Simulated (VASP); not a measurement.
A run of VASP 6.6.1:

Contents of INCAR:

```
SYSTEM = Ag4O
PREC     = Accurate       ! precision mode
ENCUT    = 520            ! plane-wave cutoff, eV
EDIFF    = 1E-6           ! SCF threshold, eV
ISMEAR   = 0              ! smearing method
SIGMA    = 0.1            ! smearing width, eV
LREAL    = .False.        ! projectors in reciprocal space
LASPH    = .True.         ! aspherical terms in the spheres
NELM     = 60             ! most SCF steps
ALGO     = Fast           ! electronic algorithm
ISIF     = 2              ! what is computed and relaxed
LWAVE    = .False.        ! write WAVECAR
LCHARG   = .False.        ! write CHGCAR
LDIPOL   = .True.       
IDIPOL   = 3            
DIPOL    = 0.5 0.5 0.497
GGA      = PS             ! functional
NBANDS   = 33             ! bands
```

The input KPOINTS:

```
regular mesh
0
Gamma
  10 10 1
  0 0 0
```

The input POSCAR:

```
Ag4O
1.0
    2.8669036825      0.0000000000      0.0000000000
    0.0000000000      2.8669036825      0.0000000000
    0.0000000000      0.0000000000     25.0816211046
Ag O
4 1
Direct
    0.5000000000      0.5000000000      0.3388935654
    0.0000000000      0.0000000000      0.4197179677
    0.5000000000      0.5000000000      0.5008162760
    0.0000000000      0.0000000000      0.5799214924
    0.3333333333      0.3333333333      0.6446177509
```

Potentials or basis: VASP PAW PBE potentials, release 64 (Ag, O).

Command:

```console
$ cat potpaw_PBE.64/Ag/POTCAR potpaw_PBE.64/O/POTCAR > POTCAR
$ mpirun -np 1 vasp_std > vasp.out
```

Hardware: 1 thread of Oxide Virtual Turin-like Processor (shared host).

Problem. Estimate the wall time of this run.

Solution. Wall time 11 min on 1 thread of Oxide Virtual Turin-like Processor (shared host), peak memory 0.38 GiB. Counts: scf iterations 26, k points 31.
